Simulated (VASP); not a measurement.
# Au in VASP: a series of runs, part 2 of 2

VASP 6.6.1. Earlier steps stand in the parts before.

### 3 Single point, PBE, non-collinear spin, zero start, spin-orbit coupling

INCAR reads:

```
PREC = Accurate
ENCUT = 520
EDIFF = 1E-7
ISMEAR = -1
SIGMA = 0.05
LREAL = F
LASPH = T
NELM = 150
ALGO = Normal
ISIF = 2
LWAVE = F
LCHARG = F
MAGMOM = 0 0 0 0 0 0 0 0 0 0 0 0
LORBIT = 11
LSORBIT = T
GGA_COMPAT = F
LORBMOM = T
LMAXMIX = 4
LDIPOL = T
IDIPOL = 3
DIPOL = 0.5 0.5 0.500
GGA = PE
NBANDS = 58
```

KPOINTS reads:

```
Automatic mesh
0
Gamma
  12 12 1
```

POSCAR reads:

```
Au
1.0
    2.9400990585      0.0000000000      0.0000000000
    0.0000000000      2.9400990585      0.0000000000
    0.0000000000      0.0000000000     22.2369000000
Au
4
Direct
    0.2500000000      0.2500000000      0.3611398467
    0.7500000000      0.7500000000      0.4532804822
    0.2500000000      0.2500000000      0.5467195176
    0.7500000000      0.7500000000      0.6388601529
```

Potentials or basis: VASP PAW PBE potentials, release 64 (Au).

Command:

```console
cat potpaw_PBE.64/Au/POTCAR > POTCAR
mpirun -np 1 vasp_ncl > vasp.out
```

OUTCAR:

```text
PREC = Accurate
   ENCUT = 520
   EDIFF = 1E-7
   ISMEAR = -1
   LREAL = F
   LASPH = T
   NELM = 150
   ISIF = 2
   LORBIT = 11
   LSORBIT = T
   GGA = PE

 ion  position               nearest neighbor table
   1  0.250  0.250  0.361-   2 2.92   2 2.92   2 2.92   2 2.92
   2  0.750  0.750  0.453-   1 2.92   1 2.92   1 2.92   1 2.92   3 2.94   3 2.94   3 2.94   3 2.94

   3  0.250  0.250  0.547-   4 2.92   4 2.92   4 2.92   4 2.92   2 2.94   2 2.94   2 2.94   2 2.94

   4  0.750  0.750  0.639-   3 2.92   3 2.92   3 2.92   3 2.92

  LATTYP: Found a simple tetragonal cell.
 ALAT       =     2.9400990585
 C/A-ratio  =     7.5633165950

  Lattice vectors:

 A1 = (   2.9400990585,   0.0000000000,   0.0000000000)
 A2 = (   0.0000000000,   2.9400990585,   0.0000000000)
 A3 = (   0.0000000000,   0.0000000000,  22.2369000000)

Analysis of symmetry for initial positions (statically):
=====================================================================
 Subroutine PRICEL returns:
 Original cell was already a primitive cell.

 Routine SETGRP: Setting up the symmetry group for a
 simple tetragonal supercell.

 Subroutine GETGRP returns: Found 16 space group operations
 (whereof  4 operations were pure point group operations)
 out of a pool of 16 trial point group operations.

The static configuration has the point symmetry C_2h.
 The point group associated with its full space group is D_4h.

Analysis of symmetry for dynamics (positions and initial velocities):
=====================================================================
 Subroutine PRICEL returns:
 Original cell was already a primitive cell.

 Routine SETGRP: Setting up the symmetry group for a
 simple tetragonal supercell.

 Subroutine GETGRP returns: Found 16 space group operations
 (whereof  4 operations were pure point group operations)
 out of a pool of 16 trial point group operations.

[... 1646 lines left out ...]
 ----------------------------------------
            0.000  -0.000  -0.000

 orbital moment (y)

 # of ion     p       d       tot
 ----------------------------------------
  1         0.000  -0.000  -0.000
  2        -0.000   0.000   0.000
  3        -0.000   0.000   0.000
  4         0.000  -0.000  -0.000
 ----------------------------------------
           -0.000  -0.000  -0.000

 orbital moment (z)

 # of ion     p       d       tot
 ----------------------------------------
  1         0.000   0.000   0.000
  2         0.000   0.000   0.000
  3         0.000   0.000   0.000
  4         0.000   0.000   0.000
 ----------------------------------------
            0.000   0.000   0.000

 Spin-Orbit-Coupling matrix elements

 Ion:    1  E_soc:     -0.5261793
 l=   1
     0.0000000    -0.0182058    -0.0208672
    -0.0182058     0.0000000    -0.0182058
    -0.0208672    -0.0182058     0.0000000
 l=   2
     0.0000000    -0.0126688     0.0000000    -0.0126688    -0.0571451
    -0.0126688     0.0000000    -0.0390321    -0.0141404    -0.0155617
     0.0000000    -0.0390321     0.0000000    -0.0390321     0.0000000
    -0.0126688    -0.0141404    -0.0390321     0.0000000    -0.0155617
    -0.0571451    -0.0155617     0.0000000    -0.0155617     0.0000000
 l=   3
     0.0000000     0.0000000     0.0000000     0.0000000     0.0000000     0.0000000     0.0000000
     0.0000000     0.0000000     0.0000000     0.0000000     0.0000000     0.0000000     0.0000000
     0.0000000     0.0000000     0.0000000     0.0000000     0.0000000     0.0000000     0.0000000
     0.0000000     0.0000000     0.0000000     0.0000000     0.0000000     0.0000000     0.0000000
[... 49 lines left out ...]
 l=   2
     0.0000000    -0.0126688     0.0000000    -0.0126688    -0.0571451
    -0.0126688     0.0000000    -0.0390321    -0.0141404    -0.0155617
     0.0000000    -0.0390321     0.0000000    -0.0390321     0.0000000
    -0.0126688    -0.0141404    -0.0390321     0.0000000    -0.0155617
    -0.0571451    -0.0155617     0.0000000    -0.0155617     0.0000000
 l=   3
     0.0000000     0.0000000     0.0000000     0.0000000     0.0000000     0.0000000     0.0000000
     0.0000000     0.0000000     0.0000000     0.0000000     0.0000000     0.0000000     0.0000000
     0.0000000     0.0000000     0.0000000     0.0000000     0.0000000     0.0000000     0.0000000
     0.0000000     0.0000000     0.0000000     0.0000000     0.0000000     0.0000000     0.0000000
     0.0000000     0.0000000     0.0000000     0.0000000     0.0000000     0.0000000     0.0000000
     0.0000000     0.0000000     0.0000000     0.0000000     0.0000000     0.0000000     0.0000000
     0.0000000     0.0000000     0.0000000     0.0000000     0.0000000     0.0000000     0.0000000

 total charge

# of ion       s       p       d       tot
------------------------------------------
    1        0.551   0.225   8.763   9.539
    2        0.516   0.326   8.745   9.588
    3        0.516   0.326   8.745   9.588
    4        0.551   0.225   8.763   9.539
--------------------------------------------------
tot          2.135   1.103  35.016  38.254

 magnetization (x)

# of ion       s       p       d       tot
------------------------------------------
    1        0.000   0.000   0.000   0.000
    2       -0.000   0.000   0.000  -0.000
    3       -0.000   0.000   0.000  -0.000
    4        0.000   0.000   0.000   0.000
--------------------------------------------------
tot         -0.000   0.000   0.000   0.000

 magnetization (y)

# of ion       s       p       d       tot
------------------------------------------
    1        0.000   0.000  -0.000  -0.000
    2        0.000   0.000   0.000   0.000
    3        0.000   0.000   0.000   0.000
    4        0.000   0.000  -0.000  -0.000
--------------------------------------------------
tot          0.000   0.000  -0.000  -0.000

 magnetization (z)

# of ion       s       p       d       tot
------------------------------------------
    1        0.000   0.000   0.000   0.000
    2        0.000   0.000   0.000   0.000
    3        0.000   0.000   0.000   0.000
    4        0.000   0.000   0.000   0.000
--------------------------------------------------
tot          0.000   0.000   0.000   0.000
```

OSZICAR:

```text
N       E                     dE             d eps       ncg     rms          rms(c)
DAV:   1     0.288747114526E+03    0.28875E+03   -0.19389E+04  3264   0.129E+03
DAV:   2     0.505882092541E+00   -0.28824E+03   -0.26584E+03  3814   0.267E+02
DAV:   3    -0.138592999481E+02   -0.14365E+02   -0.13950E+02  3726   0.556E+01
[... 14 lines left out ...]
DAV:  18    -0.130346954401E+02   -0.26458E-05   -0.32918E-07  2622   0.137E-03    0.240E-04
DAV:  19    -0.130346957153E+02   -0.27517E-06   -0.16402E-08  2324   0.444E-04    0.157E-04
DAV:  20    -0.130346958376E+02   -0.12230E-06   -0.44258E-09  2204   0.229E-04    0.910E-05
DAV:  21    -0.130346959587E+02   -0.12112E-06   -0.68276E-09  2190   0.313E-04    0.796E-05
DAV:  22    -0.130346960286E+02   -0.69939E-07   -0.44665E-09  2200   0.212E-04
   1 F= -.13034696E+02 E0= -.13030202E+02  d E =-.898771E-02  mag=    -0.0000    -0.0000    -0.0000
```

stdout:

```text
POSCAR found type information on POSCAR Au
 POSCAR found :  1 types and       4 ions
 scaLAPACK will be used
 LDA part: xc-table for (Slater+PW92), standard interpolation
 POSCAR, INCAR and KPOINTS ok, starting setup
 FFT: planning ... GRIDC
 FFT: planning ... GRID_SOFT
 FFT: planning ... GRID
 WAVECAR not read
 entering main loop
```

Run time: 22 min. Hardware: 1 thread of Oxide Virtual Turin-like, shared host; peak memory 0.91 GiB.

Results:

```yaml
Free_energy: -13.0347 eV
Largest_force: 0.082 eV/Å
Net_moment: 0.00 μB per cell
Valence_electrons_inside_the_program's_atomic_spheres: Au 9.54, 9.59 (each value once)
```

Forces on the atoms (eV/Å):
```
Au   0.000  0.000  0.082
Au   0.000  0.000 -0.019
Au   0.000  0.000  0.019
Au   0.000  0.000 -0.082
```

Moments on the atoms (μB; x, y, z):
```
Au  0.00 0.00 0.00
Au  0.00 0.00 0.00
Au  0.00 0.00 0.00
Au  0.00 0.00 0.00
```
